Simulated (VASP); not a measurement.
Wanted: the native input for a VASP 6.6.1 run.

* Task: single point
* Functional: LDA
* Potentials or basis: VASP PAW LDA potentials, release 64 (Cu_sv_GW)
* Cutoff: 700 eV
* k mesh: 10 × 10 × 3
* Occupations: fermi-dirac, width 0.1 eV
* Spin: no spin polarisation
* Dipole correction: no
* Second run: valence_matched
* Further INCAR settings: ALGO = Normal; EDIFF = 1e-06; NBANDS = 46

The structure of Cu lies in POSCAR:

```
Cu
1.0
    2.5307640000      0.0000000000      0.0000000000
   -1.2653820000      2.1917060000      0.0000000000
    0.0000000000      0.0000000000      8.2618150000
Cu
4
Direct
    0.0000000000      0.0000000000      0.0000000000
    0.3333333333      0.6666666667      0.2500000000
    0.0000000000      0.0000000000      0.5000000000
    0.6666666667      0.3333333333      0.7500000000
```

One way to write it, as run:

INCAR

```
PREC = Accurate
ENCUT = 700
EDIFF = 1E-6
ISMEAR = -1
SIGMA = 0.1
LREAL = False
LASPH = True
NELM = 120
ALGO = Normal
ISIF = 2
LWAVE = False
LCHARG = False
NBANDS = 46
GGA_COMPAT = False
```

KPOINTS

```
Automatic mesh
0
Gamma
  10 10 3
```

Potentials or basis: VASP PAW LDA potentials, release 64 (Cu_sv_GW).

The run is started by

```bash
$ cat potpaw_LDA.64/Cu_sv_GW/POTCAR > POTCAR
$ mpirun -np 1 vasp_std > vasp.out
```

Results of the run:

```yaml
Pressure: -12.8 GPa
Band_gap_on_the_k_mesh: zero (band 38 reaches 10.65 eV, above the bottom of band 39 at 5.82 eV)
```

Run time: 63 s on 1 thread of Intel(R) Xeon(R) 6975P-C (Granite Rapids), on a shared host, peak memory 0.21 GiB.
